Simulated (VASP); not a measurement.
# Si24O47 (a cell with a defect) in VASP: a series of runs

The runs below take Si24O47 (a cell with a defect) through single point, with PBEsol.

Program: VASP 6.6.1. These are calculated values, not measurements. Logs are shortened: lines on timing, memory, paths and dates and some standing lists are left out, and cuts for length are marked.

### 1 The cell of the first run

The cell holds a defect, 71 atoms: a = 8.389 Å, b = 8.389 Å, c = 8.036 Å, α = 90.00°, β = 90.00°, γ = 90.00°.

### 2 Single point, PBEsol

File INCAR:

```
PREC     = Accurate       # precision mode
ENCUT    = 520            # plane-wave cutoff, eV
EDIFF    = 1E-6           # SCF threshold, eV
ISMEAR   = -1             # smearing method
SIGMA    = 0.05           # smearing width, eV
LREAL    = Auto         
LASPH    = T              # aspherical terms in the spheres
NELM     = 100            # most SCF steps
ALGO     = Normal         # electronic algorithm
ISIF     = 2              # what is computed and relaxed
LWAVE    = F              # write WAVECAR
LCHARG   = F              # write CHGCAR
GGA      = PS             # functional
NBANDS   = 230            # bands
```

File KPOINTS:

```
Automatic mesh
0
Gamma
  1 1 1
```

File POSCAR:

```
Si24O47
1.0
    8.3886930000      0.0000000000      0.0000000000
    0.0000000000      8.3886930000      0.0000000000
    0.0000000000      0.0000000000      8.0356430000
Si O
24 47
Direct
    0.0008200000      0.0008600000      0.0006500000
    0.0035900000      0.9983200000      0.3303800000
    0.0031200000      0.9987500000      0.6693200000
    0.9989600000      0.4979700000      0.0010800000
    0.0115500000      0.5135200000      0.3340400000
    0.9978700000      0.4980300000      0.6671200000
    0.5006900000      0.0001400000      0.9990300000
    0.4995400000      0.9963100000      0.3328500000
    0.4975400000      0.9978800000      0.6673600000
    0.4982400000      0.5014500000      0.9984100000
    0.5165300000      0.4942600000      0.3423200000
    0.4996000000      0.5006900000      0.6596400000
    0.2531600000      0.2495000000      0.1675800000
    0.2520800000      0.2479600000      0.4999000000
    0.2490400000      0.2501800000      0.8339100000
    0.2568800000      0.7481300000      0.1648700000
    0.2513100000      0.7526900000      0.5011800000
    0.2496900000      0.7472800000      0.8334200000
    0.7439200000      0.2507800000      0.1699700000
    0.7540400000      0.2313500000      0.5051900000
    0.7496000000      0.2533300000      0.8361000000
    0.7484600000      0.7520200000      0.1658900000
    0.7512900000      0.7518900000      0.4999000000
    0.7511700000      0.7500200000      0.8331600000
    0.1532200000      0.1532800000      0.0008500000
    0.1558200000      0.1516800000      0.3332800000
    0.1524400000      0.1519900000      0.6667500000
    0.1535800000      0.6509200000      0.0013800000
    0.1559700000      0.6571000000      0.3321500000
    0.1523500000      0.6524000000      0.6665800000
    0.6544800000      0.1517400000      0.0002600000
    0.6548200000      0.1391600000      0.3336300000
    0.6497400000      0.1544600000      0.6670700000
    0.6542300000      0.6533400000      0.9989300000
    0.6513800000      0.6607700000      0.3329200000
    0.6571000000      0.6538700000      0.6654100000
    0.3440900000      0.3483300000      0.9997800000
    0.3521900000      0.3449600000      0.3368100000
    0.3437700000      0.3464100000      0.6655500000
    0.3479600000      0.8463100000      0.9982500000
    0.3472400000      0.8494100000      0.3323100000
    0.3453600000      0.8485900000      0.6686600000
    0.8481200000      0.3473600000      0.0015600000
    0.7094200000      0.3970000000      0.4110200000
    0.8494200000      0.3426400000      0.6708000000
    0.8482300000      0.8468400000      0.0007200000
    0.8482700000      0.8489900000      0.3328000000
    0.8490500000      0.8493500000      0.6662200000
    0.0949700000      0.4018900000      0.1714400000
    0.0916900000      0.4003600000      0.4962400000
    0.0967700000      0.4025100000      0.8337600000
    0.0990600000      0.9022000000      0.1654500000
    0.0979800000      0.9032800000      0.4999100000
    0.0978300000      0.9020100000      0.8347700000
    0.5932500000      0.4013400000      0.1582100000
    0.5962300000      0.4024900000      0.8334900000
    0.5956900000      0.9010600000      0.1638800000
    0.5965200000      0.9018800000      0.5023200000
    0.5977300000      0.9035100000      0.8325200000
    0.4044400000      0.0970500000      0.1657600000
    0.4027700000      0.0949100000      0.5007600000
    0.4031600000      0.0976100000      0.8336200000
    0.4054300000      0.5965600000      0.1680400000
    0.3999200000      0.6037200000      0.4988400000
    0.4033800000      0.5972000000      0.8308400000
    0.9055500000      0.0989500000      0.1687100000
    0.9077600000      0.0985000000      0.4976200000
    0.9031200000      0.0960800000      0.8338600000
    0.9011500000      0.5942600000      0.1703200000
    0.9079600000      0.6011700000      0.4992400000
    0.9035600000      0.5969300000      0.8339700000
```

Potentials or basis: VASP PAW PBE potentials, release 64 (Si, O).

On the command line:

```sh
> cat potpaw_PBE.64/Si/POTCAR potpaw_PBE.64/O/POTCAR > POTCAR
> mpirun -np 1 vasp_gam > vasp.out
```

OUTCAR:

```text
PREC = Accurate
   ENCUT = 520
   EDIFF = 1E-6
   ISMEAR = -1
   LREAL = Auto
   LASPH = T
   NELM = 100
   ISIF = 2
   GGA = PS

 ion  position               nearest neighbor table
   1  0.001  0.001  0.001-  68 1.76  52 1.77  54 1.77  66 1.77  25 1.81  46 1.82   2 2.65   3 2.66

   2  0.004  0.998  0.330-  52 1.75  66 1.75  53 1.77  67 1.78  47 1.81  26 1.81   1 2.65   3 2.72

   3  0.003  0.999  0.669-  54 1.75  68 1.77  53 1.77  27 1.79  48 1.80  67 1.80   1 2.66   2 2.72
                            20 3.15
   4  0.999  0.498  0.001-  51 1.77  71 1.77  49 1.78  69 1.78  43 1.79  28 1.82   5 2.68   6 2.68
[... 11 lines left out ...]
  10  0.498  0.501  0.998-  55 1.73  65 1.76  63 1.76  56 1.77  37 1.82  34 1.83  12 2.72  11 2.77

  11  0.517  0.494  0.342-  55 1.79  35 1.80  64 1.84  38 1.86  63 1.89  44 1.89  12 2.55  10 2.77
                            19 3.12
  12  0.500  0.501  0.660-  64 1.77  65 1.79  56 1.81  39 1.84  36 1.84  11 2.55  10 2.72
  13  0.253  0.249  0.168-  37 1.76  26 1.76  25 1.77  38 1.78  60 1.80  49 1.84  14 2.67  15 2.68

  14  0.252  0.248  0.500-  39 1.75  38 1.76  26 1.76  27 1.77  61 1.80  50 1.86  13 2.67  15 2.68

  15  0.249  0.250  0.834-  37 1.76  25 1.76  39 1.76  27 1.77  51 1.81  62 1.82  13 2.68  14 2.68
[... 64 lines left out ...]
  70  0.908  0.601  0.499-   5 1.75   6 1.77  23 1.82
  71  0.904  0.597  0.834-   6 1.76   4 1.77  24 1.81

  LATTYP: Found a simple tetragonal cell.
 ALAT       =     8.3886930000
 C/A-ratio  =     0.9579135868

  Lattice vectors:

 A1 = (   8.3886930000,   0.0000000000,   0.0000000000)
 A2 = (   0.0000000000,   8.3886930000,   0.0000000000)
 A3 = (   0.0000000000,   0.0000000000,   8.0356430000)

Analysis of symmetry for initial positions (statically):
=====================================================================
 Subroutine PRICEL returns:
 Original cell was already a primitive cell.

 Routine SETGRP: Setting up the symmetry group for a
 simple tetragonal supercell.

 Subroutine GETGRP returns: Found  1 space group operations
 (whereof  1 operations were pure point group operations)
 out of a pool of 16 trial point group operations.

The static configuration has the point symmetry C_1 .

Analysis of symmetry for dynamics (positions and initial velocities):
=====================================================================
 Subroutine PRICEL returns:
 Original cell was already a primitive cell.

 Routine SETGRP: Setting up the symmetry group for a
 simple tetragonal supercell.

 Subroutine GETGRP returns: Found  1 space group operations
 (whereof  1 operations were pure point group operations)
 out of a pool of 16 trial point group operations.

The dynamic configuration has the point symmetry C_1 .

 Subroutine INISYM returns: Found  1 space group operations
 (whereof  1 operations are pure point group operations),
 and found     1 'primitive' translations

----------------------------------------------------------------------------------------

                                     Primitive cell

  volume of cell :     565.4696

  direct lattice vectors                    reciprocal lattice vectors
     8.388693000  0.000000000  0.000000000     0.119208082  0.000000000  0.000000000
     0.000000000  8.388693000  0.000000000     0.000000000  0.119208082  0.000000000
     0.000000000  0.000000000  8.035643000     0.000000000  0.000000000  0.124445548

  length of vectors
[... 159 lines left out ...]
  Cartesian coordinates                     Fractional coordinates (reciprocal lattice)
     0.119208082  0.000000000  0.000000000     1.000000000  0.000000000  0.000000000
     0.000000000  0.119208082  0.000000000     0.000000000  1.000000000  0.000000000
     0.000000000  0.000000000  0.124445548     0.000000000  0.000000000  1.000000000

  Length of vectors
     0.119208082  0.119208082  0.124445548

  Shift w.r.t. Gamma in fractional coordinates (k-lattice)
     0.000000000  0.000000000  0.000000000

 Subroutine IBZKPT returns following result:
 ===========================================

[... 32 lines left out ...]
   TEBEG  =    0.0;   TEEND  =   0.0 temperature during run
   PSTRESS=    0.0 pullay stress
   NELECT =     378.0000    total number of electrons
   NUPDOWN=      -1.0000    fix difference up-down
   EMIN   =  10.00;   EMAX   =-10.00  energy-range for DOS
   EFERMI =   0.00;   METHOD = LEGACY
   ISMEAR =    -1;   SIGMA  =   0.05  broadening in eV -4-tet -1-fermi 0-gaus
   EFERMI_NEDOS =   21; number of points for ismear=-14 and -15
   IALGO  =     38    algorithm
   IMIX   =      4    mixing-type and parameters
     AMIX     =   0.40;   BMIX     =  1.00
     AMIX_MAG =   1.60;   BMIX_MAG =  1.00
  volume/ion in A,a.u.               =       7.96        53.75
  Fermi-wavevector in a.u.,A,eV,Ry     =   1.431426  2.705004 27.878086  2.048982
  Thomas-Fermi vector in A             =   2.551164
   LORBIT       =      0    0 simple, 1 ext, 2 COOP (PROOUT), +10 PAW based schemes
   GGA     = PS    functional components
   LHFCALC =     F    Hartree Fock is set to
   AEXX    =    0.0000 exact exchange contribution
   IVDW    =     0    specifies the selected vdW correction
   LEPSILON=     F    determine dielectric tensor
   LRPA    =     F    only Hartree local field effects (RPA)
 non-spin polarized calculation
  energy-cutoff  :      520.00
  volume of cell :      565.47
 maximum number of plane-waves:      7619
 NGX is ok and might be reduce to    64
   NGX = 31   NGY = 31   NGZ = 29

 number of electron     377.9999901 magnetization

 Free energy of the ion-electron system (eV)
  ---------------------------------------------------
  ext. energy  EPLUGINS =         0.00000000
  ---------------------------------------------------
  free energy    TOTEN  =      -570.55607858 eV

  energy without entropy =     -570.55607846  energy(sigma->0) =     -570.55607852

 E-fermi :  10.9935     XC(G=0): -12.4020

 val. band max:       10.1279095159   @ k =   0.0000   0.0000   0.0000
 cond. band min:      11.8590329684   @ k =   0.0000   0.0000   0.0000
 fundamental gap:      1.7311234525
 Fermi energy:        10.9934818907

 k-point     1 :       0.0000    0.0000    0.0000
  band No.  band energies     occupation
      1     -14.5190      2.00000
      2     -13.4170      2.00000
      3     -13.3275      2.00000
      4     -13.2989      2.00000
      5     -13.2910      2.00000
      6     -13.1269      2.00000
[... 193 lines left out ...]
    200      15.4757      0.00000
    201      15.4988      0.00000
 [bands above 201 left out]

------------------------ aborting loop because EDIFF is reached ----------------------------------------

  FORCE on cell =-STRESS in cart. coord.  units (eV):
  Direction    XX          YY          ZZ          XY          YZ          ZX
  --------------------------------------------------------------------------------------
  -------------------------------------------------------------------------------------
  Total        6.5755917     10.8484495     15.7761522      2.5495539     -0.5794735      1.2498868
  in kB       18.6310008     30.7375337     44.6994763      7.2237971     -1.6418555      3.5413759
  external PRESSURE =      31.3560036 kB  Pullay stress =       0.0000000 kB

 VOLUME and BASIS-vectors are now :
 -----------------------------------------------------------------------------
  energy-cutoff  :      520.00
  volume of cell :      565.47
      direct lattice vectors                 reciprocal lattice vectors
     8.388693000  0.000000000  0.000000000     0.119208082  0.000000000  0.000000000
     0.000000000  8.388693000  0.000000000     0.000000000  0.119208082  0.000000000
     0.000000000  0.000000000  8.035643000     0.000000000  0.000000000  0.124445548

 POSITION                                       TOTAL-FORCE (eV/Angst)
 -----------------------------------------------------------------------------------
      0.00688      0.00721      0.00522         0.040740     -0.044055     -0.047160
      0.03012      8.37460      2.65482         0.024205     -0.023662      0.061417
      0.02617      8.37821      5.37842         0.013212     -0.011080     -0.010718
      8.37997      4.17732      0.00868         0.036633      0.060438     -0.013342
      0.09689      4.30776      2.68423        -0.004154      0.021509     -0.003092
      8.37083      4.17782      5.36074         0.021231      0.031150     -0.007030
[... 63 lines left out ...]
      7.61660      5.04303      4.01171        -0.011419      0.036459      0.021803
      7.57969      5.00746      6.70149        -0.022470      0.004180     -0.007038
 -----------------------------------------------------------------------------------
    total drift:                               -0.010299     -0.013749      0.005798

  FREE ENERGIE OF THE ION-ELECTRON SYSTEM (eV)
  ---------------------------------------------------
  free  energy   TOTEN  =      -570.5560785757 eV

  energy  without entropy=     -570.5560784646  energy(sigma->0) =     -570.55607852
```

Run time: 6 min. Hardware: 1 thread of Intel Xeon 8259CL, shared host; peak memory 0.51 GiB.

Results:

```yaml
Free_energy: -570.5561 eV
Pressure: 3.1 GPa
Largest_force: 0.295 eV/Å
Band_gap_on_the_k_mesh: 1.73 eV
```

Forces in eV/Å, atoms in the order of the input:
```
Si   0.041 -0.044 -0.047
Si   0.024 -0.024  0.061
Si   0.013 -0.011 -0.011
Si   0.037  0.060 -0.013
Si  -0.004  0.022 -0.003
Si   0.021  0.031 -0.007
Si  -0.009 -0.004  0.014
Si  -0.033 -0.020 -0.019
Si   0.002  0.002  0.021
Si  -0.069  0.061  0.015
Si  -0.121  0.101 -0.247
Si  -0.118  0.117  0.244
Si  -0.012 -0.029 -0.047
Si  -0.060 -0.026  0.000
Si  -0.044 -0.049  0.060
Si  -0.031  0.019  0.021
Si  -0.072  0.063 -0.022
Si  -0.024  0.038  0.017
Si  -0.045 -0.085 -0.096
Si   0.052 -0.087  0.034
Si  -0.011 -0.116 -0.031
Si   0.018  0.023 -0.010
Si   0.044  0.029 -0.032
Si   0.036  0.036  0.061
O   -0.015 -0.001  0.005
O   -0.004  0.003 -0.007
O    0.005  0.008  0.007
O   -0.011 -0.019  0.008
O    0.020  0.011  0.006
O   -0.007 -0.023 -0.015
O   -0.019  0.012  0.017
O    0.053  0.018  0.023
O   -0.013  0.017  0.007
O   -0.027 -0.036  0.009
O   -0.014  0.026  0.051
O   -0.064 -0.158 -0.075
O    0.022  0.013  0.005
O    0.077  0.061  0.041
O    0.073  0.108 -0.150
O    0.017  0.007 -0.007
O    0.024  0.003  0.012
O    0.018 -0.007 -0.015
O   -0.020  0.012  0.141
O   -0.017  0.054  0.051
O    0.011  0.015 -0.001
O    0.007  0.021  0.024
O    0.008  0.002 -0.007
O   -0.024  0.002 -0.026
O    0.002 -0.055  0.065
O    0.027 -0.059  0.024
O    0.024 -0.002 -0.025
O    0.018 -0.016  0.007
O    0.036 -0.029 -0.016
O    0.021 -0.021  0.000
O    0.056 -0.075 -0.015
O    0.049  0.006 -0.122
O    0.011 -0.010 -0.016
O    0.023  0.001 -0.009
O    0.020 -0.011 -0.028
O   -0.006  0.008  0.005
O   -0.002  0.019  0.003
O   -0.017  0.024 -0.011
O    0.017 -0.011  0.017
O    0.163 -0.179  0.018
O    0.015 -0.018 -0.032
O   -0.076  0.093  0.043
O   -0.005 -0.004 -0.005
O   -0.042  0.030  0.008
O   -0.033  0.013  0.010
O   -0.011  0.036  0.022
O   -0.022  0.004 -0.007
```

Stress tensor (GPa, compression positive):
```
 1.86  0.72  0.35
 0.72  3.07 -0.16
 0.35 -0.16  4.47
```

Levels at points of the mesh, in eV from the valence-band top:
```tsv
k point	band 187	band 188	band 189	band 190	band 191	band 192
(0.00, 0.00, 0.00)	-2.74	-2.28	0.00	1.73	3.10	3.61
```

Caveat: the k points lie up to 0.78 Å⁻¹ apart; the PAW data sets were made with another functional, which shifts forces and pressure a little.

(Part 1 of 2 ends here.)
